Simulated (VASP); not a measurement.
# Na3Cl in VASP: further runs

The runs below take Na3Cl through single point, with PBEsol.

All numbers are computed with VASP 6.6.1; they aren't measurements. Logs are shortened: lines on timing, memory, paths and dates and some standing lists are left out, and cuts for length are marked.

## (1) The cell of the first run

Symmetry: P4/mmm, No. 123, tetragonal system. The conventional cell has a = 3.555 Å, b = 3.555 Å, c = 9.673 Å, α = 90.00°, β = 90.00°, γ = 90.00°. Cl (site symmetry 4/mmm) has 8 Na at 3.03 Å and 4 Cl at 3.55 Å within 4.0 Å. Within 4.1 Å of Na (site symmetry 4mm) lie 4 Cl at 3.03 Å and 9 Na at 3.37 to 4.03 Å. Na (site symmetry 4/mmm) has 16 Na at 3.55 to 5.03 Å and 2 Cl at 4.84 Å within 5.1 Å.

## (2) Single point, PBEsol (30.56 Å³/atom)

Input file INCAR:

```
PREC = Accurate
ENCUT = 520
EDIFF = 1E-7
ISMEAR = -1
SIGMA = 0.05
LREAL = False
LASPH = True
NELM = 100
ALGO = Normal
ISIF = 2
LWAVE = False
LCHARG = True
GGA = PS
LELF = True
LVHAR = True
NBANDS = 22
```

Input file KPOINTS:

```
regular mesh
0
Gamma
  8 8 3
```

Input file POSCAR:

```
Na3Cl
1.0
    3.5547948148      0.0000000000      0.0000000000
    0.0000000000      3.5547948148      0.0000000000
    0.0000000000      0.0000000000      9.6730313944
Cl Na
1 3
Direct
    0.0000000000      0.0000000000      0.0000000000
    0.5000000000      0.5000000000      0.1743329800
    0.5000000000      0.5000000000      0.8256670200
    0.0000000000      0.0000000000      0.5000000000
```

Potentials or basis: VASP PAW PBE potentials, release 64 (Cl, Na_pv).

The run is started by

```console
cat potpaw_PBE.64/Cl/POTCAR potpaw_PBE.64/Na_pv/POTCAR > POTCAR
mpirun -np 1 vasp_std > vasp.out
```

OUTCAR:

```text
PREC = Accurate
   ENCUT = 520
   EDIFF = 1E-7
   ISMEAR = -1
   LREAL = False
   LASPH = True
   NELM = 100
   ISIF = 2
   GGA = PS

 ion  position               nearest neighbor table
   1  0.000  0.000  0.000-
   2  0.500  0.500  0.174-
   3  0.500  0.500  0.826-
   4  0.000  0.000  0.500-

  LATTYP: Found a simple tetragonal cell.
 ALAT       =     3.5547948148
 C/A-ratio  =     2.7211222865

  Lattice vectors:

 A1 = (   3.5547948148,   0.0000000000,   0.0000000000)
 A2 = (   0.0000000000,   3.5547948148,   0.0000000000)
 A3 = (   0.0000000000,   0.0000000000,   9.6730313944)

Analysis of symmetry for initial positions (statically):
=====================================================================
 Subroutine PRICEL returns:
 Original cell was already a primitive cell.

 Routine SETGRP: Setting up the symmetry group for a
 simple tetragonal supercell.

 Subroutine GETGRP returns: Found 16 space group operations
 (whereof 16 operations were pure point group operations)
 out of a pool of 16 trial point group operations.

The static configuration has the point symmetry D_4h.

Analysis of symmetry for dynamics (positions and initial velocities):
=====================================================================
 Subroutine PRICEL returns:
 Original cell was already a primitive cell.

 Routine SETGRP: Setting up the symmetry group for a
 simple tetragonal supercell.

 Subroutine GETGRP returns: Found 16 space group operations
 (whereof 16 operations were pure point group operations)
 out of a pool of 16 trial point group operations.

The dynamic configuration has the point symmetry D_4h.

 Subroutine INISYM returns: Found 16 space group operations
 (whereof 16 operations are pure point group operations),
 and found     1 'primitive' translations

----------------------------------------------------------------------------------------

                                     Primitive cell

  volume of cell :     122.2339

  direct lattice vectors                    reciprocal lattice vectors
     3.554794815  0.000000000  0.000000000     0.281310189  0.000000000  0.000000000
     0.000000000  3.554794815  0.000000000     0.000000000  0.281310189  0.000000000
     0.000000000  0.000000000  9.673031394     0.000000000  0.000000000  0.103380208

  length of vectors
     3.554794815  3.554794815  9.673031394     0.281310189  0.281310189  0.103380208

  position of ions in fractional coordinates (direct lattice)
     0.000000000  0.000000000  0.000000000
     0.500000000  0.500000000  0.174332980
     0.500000000  0.500000000  0.825667020
     0.000000000  0.000000000  0.500000000

  ion indices of the primitive-cell ions
   primitive index   ion index
                 1           1
                 2           2
                 3           3
                 4           4

----------------------------------------------------------------------------------------

 KPOINTS: regular mesh

Automatic generation of k-mesh.
 Grid dimensions read from file:
 generate k-points for:    8    8    3

 Generating k-lattice:

  Cartesian coordinates                     Fractional coordinates (reciprocal lattice)
     0.035163774  0.000000000  0.000000000     0.125000000  0.000000000  0.000000000
     0.000000000  0.035163774  0.000000000     0.000000000  0.125000000  0.000000000
     0.000000000  0.000000000  0.034460069     0.000000000  0.000000000  0.333333333

  Length of vectors
     0.035163774  0.035163774  0.034460069

  Shift w.r.t. Gamma in fractional coordinates (k-lattice)
     0.000000000  0.000000000  0.000000000

 Subroutine IBZKPT returns following result:
 ===========================================

 Found     30 irreducible k-points:

 Following reciprocal coordinates:
            Coordinates               Weight
  0.000000  0.000000  0.000000      1.000000
  0.125000  0.000000  0.000000      4.000000
  0.250000  0.000000  0.000000      4.000000
  0.375000  0.000000  0.000000      4.000000
  0.500000  0.000000  0.000000      2.000000
  0.125000  0.125000  0.000000      4.000000
[... 16 lines left out ...]
  0.375000  0.125000  0.333333     16.000000
  0.500000  0.125000  0.333333      8.000000
 [... further k-points ...]
   k-points           NKPTS =     30   k-points in BZ     NKDIM =     30   number of bands    NBANDS=     22
   number of dos      NEDOS =    301   number of ions     NIONS =      4
   total plane-waves  NPLWV =  56448
   dimension x,y,z NGX =    28 NGY =   28 NGZ =   72
   dimension x,y,z NGXF=    56 NGYF=   56 NGZF=  144
   ions per type =               1   3
   NGX,Y,Z   is equivalent  to a cutoff of  13.09, 13.09, 12.37 a.u.
   NGXF,Y,Z  is equivalent  to a cutoff of  26.19, 26.19, 24.75 a.u.
 SYSTEM =  unknown system
   PREC   = accura    normal or accurate (medium, high low for compatibility)
   ISTART =      0    job   : 0-new  1-cont  2-samecut
   ICHARG =      2    charge: 1-file 2-atom 10-const
   ISPIN  =      1    spin polarized calculation?
   LNONCOLLINEAR =      F non collinear calculations
   LSORBIT =      F    spin-orbit coupling
   LASPH  =      T    aspherical Exc in radial PAW
   ENCUT  =  520.0 eV  38.22 Ry    6.18 a.u.   6.61  6.61 17.99*2*pi/ulx,y,z
   NELM   =    100;   NELMIN=  2; NELMDL= -5     # of ELM steps
   EDIFF  = 0.1E-06   stopping-criterion for ELM
   LREAL  =      F    real-space projection
   EDIFFG = 0.1E-05   stopping-criterion for IOM
   NSW    =      0    number of steps for IOM
   IBRION =     -1    ionic relax: 0-MD 1-quasi-New 2-CG
   NFREE  =      0    steps in history (QN), initial steepest desc. (CG)
   ISIF   =      2    stress and relaxation
   ISYM   =      2    0-nonsym 1-usesym 2-fastsym
   POTIM  = 0.5000    time-step for ionic-motion
   TEBEG  =    0.0;   TEEND  =   0.0 temperature during run
   PSTRESS=    0.0 pullay stress
   NELECT =      28.0000    total number of electrons
   NUPDOWN=      -1.0000    fix difference up-down
   EMIN   =  10.00;   EMAX   =-10.00  energy-range for DOS
   EFERMI =   0.00;   METHOD = LEGACY
   ISMEAR =    -1;   SIGMA  =   0.05  broadening in eV -4-tet -1-fermi 0-gaus
   EFERMI_NEDOS =   21; number of points for ismear=-14 and -15
   IALGO  =     38    algorithm
   IMIX   =      4    mixing-type and parameters
     AMIX     =   0.40;   BMIX     =  1.00
     AMIX_MAG =   1.60;   BMIX_MAG =  1.00
  volume/ion in A,a.u.               =      30.56       206.22
  Fermi-wavevector in a.u.,A,eV,Ry     =   1.001683  1.892906 13.651661  1.003369
  Thomas-Fermi vector in A             =   2.134121
   LORBIT       =      0    0 simple, 1 ext, 2 COOP (PROOUT), +10 PAW based schemes
   GGA     = PS    functional components
   LHFCALC =     F    Hartree Fock is set to
   AEXX    =    0.0000 exact exchange contribution
   IVDW    =     0    specifies the selected vdW correction
   LEPSILON=     F    determine dielectric tensor
   LRPA    =     F    only Hartree local field effects (RPA)
 non-spin polarized calculation
  energy-cutoff  :      520.00
  volume of cell :      122.23
 maximum number of plane-waves:      3331
 NGX is ok and might be reduce to    28
   NGX = 13   NGY = 13   NGZ = 35

 number of electron      27.9999968 magnetization

 Free energy of the ion-electron system (eV)
  ---------------------------------------------------
  ext. energy  EPLUGINS =         0.00000000
  ---------------------------------------------------
  free energy    TOTEN  =        -9.31006930 eV

  energy without entropy =       -9.30453105  energy(sigma->0) =       -9.30730018

 E-fermi :   1.5557     XC(G=0):  -7.1260

 val. band max:        1.4586163580   @ k =   0.2500   0.0000   0.0000
 cond. band min:       1.6056669906   @ k =   0.2500   0.1250   0.0000
 fundamental gap:      0.1470506327
 Fermi energy:         1.5556714225

 k-point     1 :       0.0000    0.0000    0.0000
  band No.  band energies     occupation
      1     -23.8050      2.00000
      2     -23.7848      2.00000
      3     -23.7848      2.00000
      4     -23.7819      2.00000
      5     -23.7819      2.00000
      6     -23.7754      2.00000
[... 14 lines left out ...]
     21       9.9788      0.00000
     22      10.0586      0.00000

 k-point     2 :       0.1250    0.0000    0.0000
  band No.  band energies     occupation
      1     -23.8042      2.00000
      2     -23.7898      2.00000
      3     -23.7865      2.00000
      4     -23.7843      2.00000
      5     -23.7815      2.00000
      6     -23.7749      2.00000
[... 14 lines left out ...]
     21       8.1490      0.00000
     22      10.0240      0.00000

 k-point     3 :       0.2500    0.0000    0.0000
  band No.  band energies     occupation
      1     -23.8039      2.00000
      2     -23.8002      2.00000
      3     -23.7977      2.00000
      4     -23.7833      2.00000
      5     -23.7805      2.00000
      6     -23.7738      2.00000
[... 14 lines left out ...]
     21       7.6586      0.00000
     22       9.8805      0.00000

 k-point     4 :       0.3750    0.0000    0.0000
  band No.  band energies     occupation
      1     -23.8146      2.00000
      2     -23.8089      2.00000
      3     -23.7997      2.00000
      4     -23.7822      2.00000
      5     -23.7795      2.00000
      6     -23.7726      2.00000
[... 14 lines left out ...]
     21       6.9951      0.00000
     22       9.3060      0.00000

 k-point     5 :       0.5000    0.0000    0.0000
  band No.  band energies     occupation
      1     -23.8195      2.00000
      2     -23.8135      2.00000
      3     -23.7989      2.00000
      4     -23.7817      2.00000
      5     -23.7791      2.00000
      6     -23.7722      2.00000
[... 14 lines left out ...]
     21       7.4926      0.00000
     22       8.5608      0.00000

 k-point     6 :       0.1250    0.1250    0.0000
  band No.  band energies     occupation
      1     -23.8034      2.00000
      2     -23.7896      2.00000
      3     -23.7889      2.00000
      4     -23.7863      2.00000
      5     -23.7859      2.00000
      6     -23.7744      2.00000
[... 14 lines left out ...]
     21       8.0895      0.00000
     22       8.6249      0.00000

 k-point     7 :       0.2500    0.1250    0.0000
  band No.  band energies     occupation
      1     -23.8031      2.00000
      2     -23.7997      2.00000
      3     -23.7972      2.00000
      4     -23.7880      2.00000
      5     -23.7850      2.00000
      6     -23.7733      2.00000
[... 324 lines left out ...]
      6     -23.7722      2.00000
[... 14 lines left out ...]
     21       7.3400      0.00000
     22       9.1254      0.00000

 k-point    21 :       0.1250    0.1250    0.3333
  band No.  band energies     occupation
      1     -23.8035      2.00000
      2     -23.7896      2.00000
      3     -23.7889      2.00000
      4     -23.7863      2.00000
      5     -23.7859      2.00000
      6     -23.7744      2.00000
[... 14 lines left out ...]
     21       8.2287      0.00000
     22       8.8154      0.00000

 k-point    22 :       0.2500    0.1250    0.3333
  band No.  band energies     occupation
      1     -23.8031      2.00000
      2     -23.7997      2.00000
      3     -23.7972      2.00000
      4     -23.7880      2.00000
      5     -23.7850      2.00000
      6     -23.7733      2.00000
[... 14 lines left out ...]
     21       7.9021      0.00000
     22       8.3753      0.00000

 k-point    23 :       0.3750    0.1250    0.3333
  band No.  band energies     occupation
      1     -23.8137      2.00000
      2     -23.8082      2.00000
      3     -23.7991      2.00000
      4     -23.7868      2.00000
      5     -23.7840      2.00000
      6     -23.7722      2.00000
[... 14 lines left out ...]
     21       7.9393      0.00000
     22       8.1777      0.00000

 k-point    24 :       0.5000    0.1250    0.3333
  band No.  band energies     occupation
      1     -23.8186      2.00000
      2     -23.8128      2.00000
      3     -23.7983      2.00000
      4     -23.7863      2.00000
      5     -23.7835      2.00000
      6     -23.7718      2.00000
[... 14 lines left out ...]
     21       7.4041      0.00000
     22       8.5796      0.00000

 [... further k-points ...]

------------------------ aborting loop because EDIFF is reached ----------------------------------------

  FORCE on cell =-STRESS in cart. coord.  units (eV):
  Direction    XX          YY          ZZ          XY          YZ          ZX
  --------------------------------------------------------------------------------------
  -------------------------------------------------------------------------------------
  Total       -0.4846995     -0.4846995     -0.4980976      0.0000000      0.0000000      0.0000000
  in kB       -6.3531846     -6.3531846     -6.5288003      0.0000000      0.0000000      0.0000000
  external PRESSURE =      -6.4117232 kB  Pullay stress =       0.0000000 kB

 VOLUME and BASIS-vectors are now :
 -----------------------------------------------------------------------------
  energy-cutoff  :      520.00
  volume of cell :      122.23
      direct lattice vectors                 reciprocal lattice vectors
     3.554794815  0.000000000  0.000000000     0.281310189  0.000000000  0.000000000
     0.000000000  3.554794815  0.000000000     0.000000000  0.281310189  0.000000000
     0.000000000  0.000000000  9.673031394     0.000000000  0.000000000  0.103380208

 POSITION                                       TOTAL-FORCE (eV/Angst)
 -----------------------------------------------------------------------------------
      0.00000      0.00000      0.00000         0.000000      0.000000      0.000000
      1.77740      1.77740      1.68633        -0.000000     -0.000000      0.005412
      1.77740      1.77740      7.98670         0.000000     -0.000000     -0.005412
      0.00000      0.00000      4.83652         0.000000      0.000000      0.000000
 -----------------------------------------------------------------------------------
    total drift:                                0.000000      0.000000      0.000000

  FREE ENERGIE OF THE ION-ELECTRON SYSTEM (eV)
  ---------------------------------------------------
  free  energy   TOTEN  =        -9.3100693039 eV

  energy  without entropy=       -9.3045310492  energy(sigma->0) =       -9.30730018
```

It took 97 s on 1 thread of Intel Xeon 8259CL, shared host; peak memory 0.25 GiB.

What came out:

```yaml
Free_energy: -9.3101 eV
Pressure: -0.6 GPa
Largest_force: 0.005 eV/Å
Band_gap_on_the_k_mesh: zero (bands 14 and 15 overlap by 3.54 eV)
```

Forces on the atoms (eV/Å):
```
Cl   0.000  0.000  0.000
Na   0.000  0.000  0.005
Na   0.000  0.000 -0.005
Na   0.000  0.000  0.000
```

Caveat: the PAW data sets were made with another functional, which shifts forces and pressure a little.

## (3) Single point, PBEsol (atoms moved at random)

Input file INCAR:

```
  PREC = Accurate
  ENCUT = 520
  EDIFF = 1E-7
  ISMEAR = -1
  SIGMA = 0.05
  LREAL = False
  LASPH = True
  NELM = 60
  ALGO = Normal
  ISIF = 2
  LWAVE = False
  LCHARG = False
  GGA = PS
  NBANDS = 22
```

Input file KPOINTS:

```
Automatic mesh
0
Gamma
  8 8 3
```

Input file POSCAR:

```
Na3Cl
1.0
    3.4864163500      0.0000000000      0.0000000000
    0.0000000000      3.4864163500      0.0000000000
    0.0000000000      0.0000000000      9.4869652300
Cl Na
1 3
Direct
   -0.0049800000      0.0081840000      0.0015140000
    0.4961450000      0.5008980000      0.1748940000
    0.5029430000      0.4939540000      0.8190910000
   -0.0022840000     -0.0041440000      0.5042720000
```

Potentials or basis: VASP PAW PBE potentials, release 64 (Cl, Na_pv).

The run is started by

```console
cat potpaw_PBE.64/Cl/POTCAR potpaw_PBE.64/Na_pv/POTCAR > POTCAR
mpirun -np 1 vasp_std > vasp.out
```

Wall time 4.3 min (1 thread of Intel Xeon 8259CL, shared host); peak memory 0.35 GiB.

Results (log left out):

- Free energy: -9.3216 eV
- Pressure: 0.0 GPa
- Largest force: 0.045 eV/Å
- Band gap on the k mesh: zero (bands 14 and 15 overlap by 3.65 eV)

Forces on the atoms (eV/Å):
```
Cl   0.007 -0.018 -0.008
Na  -0.002  0.008  0.003
Na  -0.006  0.010  0.044
Na   0.001  0.000 -0.038
```

Stress tensor (GPa, compression positive):
```
 0.10  0.00  0.00
 0.00  0.10  0.01
 0.00  0.01 -0.15
```

Levels at points of the mesh, in eV from the Fermi level:
| k point | band 10 | band 11 | band 12 | band 13 | band 14 | band 15 | band 16 | band 17 | band 18 | band 19 |
| --- | --- | --- | --- | --- | --- | --- | --- | --- | --- | --- |
| (0.00, 0.00, 0.00) | -16.98 | -5.87 | -4.14 | -4.14 | -2.85 | -0.66 | 0.70 | 3.40 | 5.27 | 5.62 |
| (0.50, 0.00, 0.00) | -16.65 | -6.48 | -5.23 | -3.89 | 0.22 | 0.28 | 1.20 | 2.02 | 3.78 | 4.58 |
| (0.00, 0.50, 0.00) | -16.65 | -6.48 | -5.23 | -3.89 | 0.22 | 0.28 | 1.20 | 2.02 | 3.78 | 4.58 |
| (0.50, 0.50, 0.00) | -16.37 | -5.90 | -5.90 | -4.84 | 2.25 | 2.97 | 2.97 | 3.29 | 3.29 | 3.46 |

Caveat: the cell differs from its parent crystal (atoms moved at random); the PAW data sets were made with another functional, which shifts forces and pressure a little.

The gap in the log of VASP goes by the Fermi energy; the results here count the filled bands.